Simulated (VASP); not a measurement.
Input of a VASP 6.6.1 run:

File INCAR:

```
SYSTEM = SnSe2
  ALGO = Normal
  EDIFF = 1E-7
  ENCUT = 520
  GGA = PE
  ISIF = 2
  ISMEAR = -1
  LASPH = .True.
  LCHARG = .True.
  LELF = .True.
  LREAL = .False.
  LVHAR = .True.
  LWAVE = .False.
  NBANDS = 20
  NELM = 100
  PREC = Accurate
  SIGMA = 0.05
```

KPOINTS

```
k-points
0
Gamma
  7 7 4
  0 0 0
```

Contents of POSCAR:

```
SnSe2
1.0
    3.8110000000      0.0000000000      0.0000000000
   -1.9055000000      3.3004228138      0.0000000000
    0.0000000000      0.0000000000      6.0132800000
Sn Se
1 2
Direct
    0.0000000000      0.0000000000      0.0000000000
    0.6666666667      0.3333333333      0.7510000000
    0.3333333333      0.6666666667      0.2490000000
```

Potentials or basis: VASP PAW PBE potentials, release 64 (Sn_d, Se).

Command:

```sh
$ cat potpaw_PBE.64/Sn_d/POTCAR potpaw_PBE.64/Se/POTCAR > POTCAR
$ mpirun -np 1 vasp_std > vasp.out
```

Problem. What does it give for the largest force?

Solution. 1.110 eV/Å.

Problem. Estimate the pressure.

Solution. 7.3 GPa.

Stress tensor (GPa, compression positive):
```
6.49 0.00 0.00
0.00 6.49 0.00
0.00 0.00 8.95
```

Caveat: this functional lacks dispersion, which binds the layers, so the pressure and a relaxed spacing across them are unreliable; forces of over 1 eV/Å act on the atoms, so gaps and moduli don't describe the material at rest.
